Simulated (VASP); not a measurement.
The system is BeTe.

```
Te Be
1.0
     0.00000    2.73256    2.73256
     2.73256    0.00000    2.73256
     2.73256    2.73256    0.00000
Te Be
1 1
Cartesian
  4.0988 4.0988 4.0988
  0.0000 0.0000 0.0000
```

Base run:

| Item | Value |
| --- | --- |
| Program | VASP 6.6.1 |
| Functional | PBEsol |
| Dispersion | D3(BJ) |
| Potentials or basis | VASP PAW PBE potentials, release 64 (Te, Be) |
| Cutoff | 520 eV |
| k mesh | 8 × 8 × 8 |
| Occupations | fermi-dirac, width 0.05 eV |
| Spin | no spin polarisation |

Its results: band gap on the k mesh 1.62 eV, indirect (least direct gap 3.51 eV); pressure 3.0 GPa.

**Question.** The run is repeated on the same cell with these changes: dispersion from D3(BJ) to none. What comes out?

**Answer.** Band gap on the k mesh 1.62 eV, indirect (least direct gap 3.51 eV); pressure 5.6 GPa.

Dispersion adds attraction, which lowers the pressure at fixed volume and, as a term added to the energy, leaves the levels alone.

Caveats: the PAW data sets were made with another functional, which shifts forces and pressure a little; spin-orbit coupling is left out, which moves the levels of the heavy elements.

A k mesh can miss the band edges.
